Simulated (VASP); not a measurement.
Write the native input for VASP 6.6.1 that does the following.

```
Task                   : single point
Functional             : PBE
Potentials or basis    : VASP PAW PBE potentials, release 64 (Si, N)
Cutoff                 : 600 eV
k mesh                 : 1 × 1 × 3, shifted
Occupations            : fermi-dirac, width 0.01 eV
Spin                   : no spin polarisation
Dipole correction      : no
Further INCAR settings : ALGO = Normal; EDIFF = 1e-06; NBANDS = 45
```

The structure of Si3N4 (Si3N4 (P6_3/m)) lies in POSCAR:

```
Si3N4
1.0
    7.6633883300      0.0000000000      0.0000000000
   -3.8316941700      6.6366889800      0.0000000000
    0.0000000000      0.0000000000      2.9261389967
Si N
6 8
Direct
    0.2321354503      0.8259289784      0.7499743872
    0.4058303528      0.2316039151      0.2501271998
    0.8252955636      0.5932014271      0.2500241605
    0.1747044364      0.4067985729      0.7499758395
    0.5941696472      0.7683960849      0.7498728002
    0.7678645497      0.1740710216      0.2500256128
    0.3339504325      0.6672691738      0.7499582364
    0.6660495675      0.3327308262      0.2500417636
    0.9694168208      0.6690331127      0.7499865888
    0.2992724806      0.9701454932      0.2500865695
    0.6703772604      0.7002031940      0.2499723094
    0.3296227396      0.2997968060      0.7500276906
    0.0305831792      0.3309668873      0.2500134112
    0.7007275194      0.0298545068      0.7499134305
```

The input as run:

INCAR

```
PREC     = Accurate       # precision mode
ENCUT    = 600            # plane-wave cutoff, eV
EDIFF    = 1E-6           # SCF threshold, eV
ISMEAR   = -1             # smearing method
SIGMA    = 0.01           # smearing width, eV
LREAL    = F              # projectors in reciprocal space
LASPH    = T              # aspherical terms in the spheres
NELM     = 120            # most SCF steps
ALGO     = Normal         # electronic algorithm
ISIF     = 2              # what is computed and relaxed
LWAVE    = F              # write WAVECAR
LCHARG   = T              # write CHGCAR
GGA      = PE             # functional
LELF     = T              # ELF
LVHAR    = T            
NBANDS   = 45             # bands
GGA_COMPAT= F
```

KPOINTS

```
Automatic mesh
0
Gamma
  1 1 3
  0.25 0.25 0.25
```

Potentials or basis: VASP PAW PBE potentials, release 64 (Si, N).

The run is started by

```console
$ cat potpaw_PBE.64/Si/POTCAR potpaw_PBE.64/N/POTCAR > POTCAR
$ mpirun -np 1 vasp_std > vasp.out
```

Results of the run:

```
Pressure               : -0.3 GPa
Largest force          : 0.135 eV/Å
Band gap on the k mesh : 5.16 eV, indirect (least direct gap 5.35 eV)
```

Caveat: the k points lie up to 0.95 Å⁻¹ apart.

Wall time 5 min on 1 thread of Intel Xeon 8259CL, on a shared host, peak memory 0.34 GiB.
